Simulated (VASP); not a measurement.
Write the native input for VASP 6.6.1 that does the following.

| Item | Value |
| --- | --- |
| Task | single point |
| Functional | PBE |
| Potentials or basis | VASP PAW PBE potentials, release 64 (Cd, Te) |
| Cutoff | 500 eV |
| k mesh | 6 × 6 × 2 |
| Occupations | gaussian, width 0.1 eV |
| Spin | no spin polarisation |
| Dipole correction | no |
| Further INCAR settings | ALGO = Normal; EDIFF = 1e-06; NBANDS = 36 |

The structure of CdTe lies in POSCAR:

```
CdTe
1.0
    4.5325540000      0.0000000000      0.0000000000
   -2.2662770000      3.9253070000      0.0000000000
    0.0000000000      0.0000000000     11.1024460000
Cd Te
3 3
Direct
    0.0000000000      0.0000000000      0.0000000000
    0.3333333300      0.6666666700      0.3333333300
    0.6666666700      0.3333333300      0.6666666700
    0.6666666700      0.3333333300      0.1666666700
    0.0000000000      0.0000000000      0.5000000000
    0.3333333300      0.6666666700      0.8333333300
```

The input as run:

INCAR

```
SYSTEM = CdTe
  PREC = Accurate
  ENCUT = 500
  EDIFF = 1E-6
  ISMEAR = 0
  SIGMA = 0.1
  LREAL = .FALSE.
  LASPH = .TRUE.
  NELM = 120
  ALGO = Normal
  ISIF = 2
  LWAVE = .FALSE.
  LCHARG = .FALSE.
  GGA = PE
  NBANDS = 36
  GGA_COMPAT = .FALSE.
```

KPOINTS

```
Automatic mesh
0
G
  6 6 2
  0 0 0
```

Potentials or basis: VASP PAW PBE potentials, release 64 (Cd, Te).

The run is started by

```sh
$ cat potpaw_PBE.64/Cd/POTCAR potpaw_PBE.64/Te/POTCAR > POTCAR
$ mpirun -np 1 vasp_std > vasp.out
```

Results of the run:

```json
{
 "Pressure": "-4.4 GPa",
 "Band gap on the k mesh": "zero (bands 27 and 28 overlap by 0.61 eV)"
}
```

Caveat: the cell stands under tension; semilocal functionals underestimate gaps, so a narrow gap can read as zero; spin-orbit coupling is left out, which moves the levels of the heavy elements.

Run time: 2.1 min on 1 thread of Intel Xeon 8259CL, with other jobs on the host, peak memory 0.35 GiB.
